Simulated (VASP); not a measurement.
# PbO2 (Fm-3m) in VASP: a series of runs

The runs below take PbO2 through single point, relaxation of cell and atoms, with PBE, revPBE, BLYP.

Program: VASP 6.6.1. These are calculated values, not measurements. Logs are shortened: lines on timing, memory, paths and dates and some standing lists are left out, and cuts for length are marked.

### Step 1. The cell of the first run

Symmetry: Fm-3m, No. 225, cubic system. The conventional cell has a = 5.404 Å, b = 5.404 Å, c = 5.404 Å, α = 90.00°, β = 90.00°, γ = 90.00°. Pb (site symmetry m-3m) has 8 O at 2.34 Å within 3.1 Å. O (site symmetry -43m) has 4 Pb at 2.34 Å and 6 O at 2.70 Å within 3.1 Å.

### Step 2. Single point, PBE

File INCAR:

```
SYSTEM = PbO2
  PREC = Accurate
  ENCUT = 520
  EDIFF = 1E-6
  ISMEAR = 0
  SIGMA = 0.014
  LREAL = .False.
  LASPH = .True.
  NELM = 80
  ALGO = Normal
  ISIF = 2
  LWAVE = .False.
  LCHARG = .True.
  GGA = PE
  LELF = .True.
  LVHAR = .True.
  NBANDS = 20
```

File KPOINTS:

```
regular mesh
0
Gamma
  9 9 9
  0 0 0
```

File POSCAR:

```
PbO2
1.0
    0.0000000000      2.7019920000      2.7019920000
    2.7019920000      0.0000000000      2.7019920000
    2.7019920000      2.7019920000      0.0000000000
Pb O
1 2
Direct
    0.0000000000      0.0000000000      0.0000000000
    0.7500000000      0.7500000000      0.7500000000
    0.2500000000      0.2500000000      0.2500000000
```

Potentials or basis: VASP PAW PBE potentials, release 64 (Pb_d, O).

Started as:

```
$ cat potpaw_PBE.64/Pb_d/POTCAR potpaw_PBE.64/O/POTCAR > POTCAR
$ mpirun -np 1 vasp_std > vasp.out
```

OUTCAR:

```text
SYSTEM = PbO2
   PREC = Accurate
   ENCUT = 520
   EDIFF = 1E-6
   ISMEAR = 0
   LREAL = .False.
   LASPH = .True.
   NELM = 80
   ISIF = 2
   GGA = PE

 ion  position               nearest neighbor table
   1  0.000  0.000  0.000-   2 2.34   2 2.34   2 2.34   3 2.34   3 2.34   3 2.34   3 2.34   2 2.34

   2  0.750  0.750  0.750-   1 2.34   1 2.34   1 2.34   1 2.34
   3  0.250  0.250  0.250-   1 2.34   1 2.34   1 2.34   1 2.34

  LATTYP: Found a face centered cubic cell.
 ALAT       =     5.4039840000

  Lattice vectors:

 A1 = (   0.0000000000,   2.7019920000,   2.7019920000)
 A2 = (   2.7019920000,   0.0000000000,   2.7019920000)
 A3 = (   2.7019920000,   2.7019920000,   0.0000000000)

Analysis of symmetry for initial positions (statically):
=====================================================================
 Subroutine PRICEL returns:
 Original cell was already a primitive cell.

 Routine SETGRP: Setting up the symmetry group for a
 face centered cubic supercell.

 Subroutine GETGRP returns: Found 48 space group operations
 (whereof 48 operations were pure point group operations)
 out of a pool of 48 trial point group operations.

The static configuration has the point symmetry O_h .

Analysis of symmetry for dynamics (positions and initial velocities):
=====================================================================
 Subroutine PRICEL returns:
 Original cell was already a primitive cell.

 Routine SETGRP: Setting up the symmetry group for a
 face centered cubic supercell.

 Subroutine GETGRP returns: Found 48 space group operations
 (whereof 48 operations were pure point group operations)
 out of a pool of 48 trial point group operations.

The dynamic configuration has the point symmetry O_h .

 Subroutine INISYM returns: Found 48 space group operations
 (whereof 48 operations are pure point group operations),
 and found     1 'primitive' translations

----------------------------------------------------------------------------------------

                                     Primitive cell

  volume of cell :      39.4532

  direct lattice vectors                    reciprocal lattice vectors
     0.000000000  2.701992000  2.701992000    -0.185048660  0.185048660  0.185048660
     2.701992000  0.000000000  2.701992000     0.185048660 -0.185048660  0.185048660
     2.701992000  2.701992000  0.000000000     0.185048660  0.185048660 -0.185048660

[... 77 lines left out ...]
   ISTART =      0    job   : 0-new  1-cont  2-samecut
   ICHARG =      2    charge: 1-file 2-atom 10-const
   ISPIN  =      1    spin polarized calculation?
   LNONCOLLINEAR =      F non collinear calculations
   LSORBIT =      F    spin-orbit coupling
   LASPH  =      T    aspherical Exc in radial PAW
   ENCUT  =  520.0 eV  38.22 Ry    6.18 a.u.   7.10  7.10  7.10*2*pi/ulx,y,z
   NELM   =     80;   NELMIN=  2; NELMDL= -5     # of ELM steps
   EDIFF  = 0.1E-05   stopping-criterion for ELM
   LREAL  =      F    real-space projection
   EDIFFG = 0.1E-04   stopping-criterion for IOM
   NSW    =      0    number of steps for IOM
   IBRION =     -1    ionic relax: 0-MD 1-quasi-New 2-CG
   NFREE  =      0    steps in history (QN), initial steepest desc. (CG)
   ISIF   =      2    stress and relaxation
   ISYM   =      2    0-nonsym 1-usesym 2-fastsym
   POTIM  = 0.5000    time-step for ionic-motion
   TEBEG  =    0.0;   TEEND  =   0.0 temperature during run
   PSTRESS=    0.0 pullay stress
   NELECT =      26.0000    total number of electrons
   NUPDOWN=      -1.0000    fix difference up-down
   EMIN   =  10.00;   EMAX   =-10.00  energy-range for DOS
   EFERMI =   0.00;   METHOD = LEGACY
   ISMEAR =     0;   SIGMA  =   0.01  broadening in eV -4-tet -1-fermi 0-gaus
   EFERMI_NEDOS =   21; number of points for ismear=-14 and -15
   IALGO  =     38    algorithm
   IMIX   =      4    mixing-type and parameters
     AMIX     =   0.40;   BMIX     =  1.00
     AMIX_MAG =   1.60;   BMIX_MAG =  1.00
  volume/ion in A,a.u.               =      13.15        88.75
  Fermi-wavevector in a.u.,A,eV,Ry     =   1.424640  2.692180 27.614384  2.029600
  Thomas-Fermi vector in A             =   2.545110
   LORBIT       =      0    0 simple, 1 ext, 2 COOP (PROOUT), +10 PAW based schemes
   GGA     = PE    functional components
   LHFCALC =     F    Hartree Fock is set to
   AEXX    =    0.0000 exact exchange contribution
   IVDW    =     0    specifies the selected vdW correction
   LEPSILON=     F    determine dielectric tensor
   LRPA    =     F    only Hartree local field effects (RPA)
 non-spin polarized calculation
 Gauss-broadening in eV      SIGMA  =   0.01
  energy-cutoff  :      520.00
  volume of cell :       39.45
 maximum number of plane-waves:      1073
   NGX = 15   NGY = 15   NGZ = 15

 number of electron      25.9999989 magnetization

 Free energy of the ion-electron system (eV)
  ---------------------------------------------------
  ext. energy  EPLUGINS =         0.00000000
  ---------------------------------------------------
  free energy    TOTEN  =       -15.61025732 eV

  energy without entropy =      -15.61000951  energy(sigma->0) =      -15.61013341

 E-fermi :   5.5725     XC(G=0): -11.1442

 val. band max:        5.5378983633   @ k =  -0.3333   0.4444   0.1111
 cond. band min:       5.5756691401   @ k =  -0.3333   0.4444   0.2222
 fundamental gap:      0.0377707768
 Fermi energy:         5.5725210281

 k-point     1 :       0.0000    0.0000    0.0000
  band No.  band energies     occupation
      1     -12.8742      2.00000
      2     -10.0669      2.00000
      3     -10.0493      2.00000
      4     -10.0493      2.00000
      5     -10.0493      2.00000
      6      -9.8169      2.00000
[... 541 lines left out ...]
     19      21.8012      0.00000
     20      22.5640      0.00000

 [... further k-points ...]
[... 5 lines left out ...]
  --------------------------------------------------------------------------------------
  -------------------------------------------------------------------------------------
  Total        0.1429513      0.1429513      0.1429513     -0.0000000     -0.0000000      0.0000000
  in kB        5.8051894      5.8051894      5.8051894     -0.0000000     -0.0000000      0.0000000
  external PRESSURE =       5.8051894 kB  Pullay stress =       0.0000000 kB

 VOLUME and BASIS-vectors are now :
 -----------------------------------------------------------------------------
  energy-cutoff  :      520.00
  volume of cell :       39.45
      direct lattice vectors                 reciprocal lattice vectors
     0.000000000  2.701992000  2.701992000    -0.185048660  0.185048660  0.185048660
     2.701992000  0.000000000  2.701992000     0.185048660 -0.185048660  0.185048660
     2.701992000  2.701992000  0.000000000     0.185048660  0.185048660 -0.185048660

 POSITION                                       TOTAL-FORCE (eV/Angst)
 -----------------------------------------------------------------------------------
      0.00000      0.00000      0.00000         0.000000      0.000000      0.000000
      4.05299      4.05299      4.05299         0.000000      0.000000      0.000000
      1.35100      1.35100      1.35100        -0.000000     -0.000000     -0.000000
 -----------------------------------------------------------------------------------
    total drift:                                0.000000     -0.000000      0.000000

  FREE ENERGIE OF THE ION-ELECTRON SYSTEM (eV)
  ---------------------------------------------------
  free  energy   TOTEN  =       -15.6102573170 eV

  energy  without entropy=      -15.6100095122  energy(sigma->0) =      -15.61013341
```

stdout:

```text
POSCAR found type information on POSCAR PbO
 POSCAR found :  2 types and       3 ions
 scaLAPACK will be used
 LDA part: xc-table for (Slater+PW92), standard interpolation
 POSCAR, INCAR and KPOINTS ok, starting setup
 FFT: planning ... GRIDC
 FFT: planning ... GRID_SOFT
 FFT: planning ... GRID
 WAVECAR not read
 entering main loop
```

Run time: 22 s. Hardware: 1 thread of Intel Xeon Platinum 8259CL at 2.50GHz (Skylake/Cascade Lake), shared host; peak memory 0.17 GiB.

Results:

```
Free energy            : -15.6103 eV
Pressure               : 0.6 GPa
Band gap on the k mesh : zero (band 13 reaches 5.58 eV, above the bottom of band 14 at 4.43 eV)
```

Caveat: spin-orbit coupling is left out, which moves the levels of the heavy elements.

### Step 3. Single point, PBE

File INCAR:

```
SYSTEM = PbO2
PREC     = Accurate       ! precision mode
ENCUT    = 520            ! plane-wave cutoff, eV
EDIFF    = 1E-6           ! SCF threshold, eV
ISMEAR   = 0              ! smearing method
SIGMA    = 0.015          ! smearing width, eV
LREAL    = .FALSE.        ! projectors in reciprocal space
LASPH    = .TRUE.         ! aspherical terms in the spheres
NELM     = 80             ! most SCF steps
ALGO     = Normal         ! electronic algorithm
ISIF     = 2              ! what is computed and relaxed
LWAVE    = .FALSE.        ! write WAVECAR
LCHARG   = .FALSE.        ! write CHGCAR
GGA      = PE             ! functional
NBANDS   = 20             ! bands
```

File KPOINTS:

```
Automatic mesh
0
G
  9 9 9
  0 0 0
```

POSCAR is that of step 2.

Potentials or basis: VASP PAW PBE potentials, release 64 (Pb_d, O).

Started as:

```
$ cat potpaw_PBE.64/Pb_d/POTCAR potpaw_PBE.64/O/POTCAR > POTCAR
$ mpirun -np 1 vasp_std > vasp.out
```

Wall time 21 s (1 thread of Intel Xeon Platinum 8259CL at 2.50GHz (Skylake/Cascade Lake), shared host); peak memory 0.16 GiB.

It converged, with:

```
Free energy            : -15.6103 eV
Pressure               : 0.6 GPa
Band gap on the k mesh : zero (band 13 reaches 5.58 eV, above the bottom of band 14 at 4.43 eV)
```

Levels at points of the mesh, in eV from the Fermi level:
```
           k point  band 9  band 10  band 11  band 12  band 13  band 14  band 15  band 16  band 17  band 18
(0.00, 0.00, 0.00)   -1.91    -1.91    -1.91    -1.14    -1.14    -1.14     7.05     7.05     7.05    11.84
```

Caveat: spin-orbit coupling is left out, which moves the levels of the heavy elements.

### Step 4. Single point, revPBE

This run uses another cell than the first one, of 13.48 Å³/atom, 1.025 times its volume.

File INCAR:

```
PREC = Accurate
ENCUT = 520
EDIFF = 1E-6
ISMEAR = -1
SIGMA = 0.05
LREAL = F
LASPH = T
NELM = 80
ALGO = Normal
ISIF = 2
LWAVE = F
LCHARG = F
GGA = RE
NBANDS = 20
```

File KPOINTS:

```
Automatic mesh
0
Gamma
  9 9 9
```

File POSCAR:

```
PbO2
1.0
    0.0000000000      2.7242039771      2.7242039771
    2.7242039771      0.0000000000      2.7242039771
    2.7242039771      2.7242039771      0.0000000000
Pb O
1 2
Direct
    0.0000000000      0.0000000000      0.0000000000
    0.7500000000      0.7500000000      0.7500000000
    0.2500000000      0.2500000000      0.2500000000
```

Started as:

```
$ cat potpaw_PBE.64/Pb_d/POTCAR potpaw_PBE.64/O/POTCAR > POTCAR
$ mpirun -np 1 vasp_std > vasp.out
```

Run time: 34 s. Hardware: 1 thread of Intel Xeon Platinum 8259CL at 2.50GHz (Skylake/Cascade Lake), shared host; peak memory 0.18 GiB.

The run converged. Its results:

| Quantity | Value |
| --- | --- |
| Free energy | -14.5570 eV |
| Pressure | 0.2 GPa |
| Band gap on the k mesh | zero (band 13 reaches 5.38 eV, above the bottom of band 14 at 4.28 eV) |

Levels at points of the mesh, in eV from the Fermi level:
| k point | band 10 | band 11 | band 12 | band 13 | band 14 | band 15 | band 16 | band 17 |
| --- | --- | --- | --- | --- | --- | --- | --- | --- |
| (0.00, 0.00, 0.00) | -1.92 | -1.92 | -1.15 | -1.15 | -1.15 | 7.00 | 7.00 | 7.00 |

Caveat: the PAW data sets were made with another functional, which shifts forces and pressure a little; spin-orbit coupling is left out, which moves the levels of the heavy elements.

[end of part 1 of 2]
